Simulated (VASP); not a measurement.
Input of a VASP 6.6.1 run:

Contents of INCAR:

```
PREC = Accurate
ENCUT = 520
EDIFF = 1E-8
ISMEAR = -1
SIGMA = 0.03
LREAL = False
LASPH = True
NELM = 100
ALGO = Normal
ISIF = 2
LWAVE = False
LCHARG = False
LEFG = True
NBANDS = 21
```

File KPOINTS:

```
Automatic mesh
0
Gamma
  7 7 7
```

The input POSCAR:

```
PbF2
1.0
    0.0000000000      2.9797166838      2.9797166838
    2.9797166838      0.0000000000      2.9797166838
    2.9797166838      2.9797166838      0.0000000000
Pb F
1 2
Direct
    0.0000000000      0.0000000000      0.0000000000
    0.2500000000      0.2500000000      0.2500000000
    0.7500000000      0.7500000000      0.7500000000
```

Potentials or basis: VASP PAW LDA potentials, release 64 (Pb_d, F).

Command:

```console
$ cat potpaw_LDA.64/Pb_d/POTCAR potpaw_LDA.64/F/POTCAR > POTCAR
$ mpirun -np 1 vasp_std > vasp.out
```

Task: What does it give for the band gap on the k mesh?

Result: 4.26 eV, indirect (least direct gap 4.48 eV).

Task: What does it give for the pressure?

Result: -5.6 GPa.

Caveat: without QUAD_EFG the Cq values of the log hold for a quadrupole moment of 1 mb, not for the nuclei; spin-orbit coupling is left out, which moves the levels of the heavy elements. A k mesh can miss the band edges.
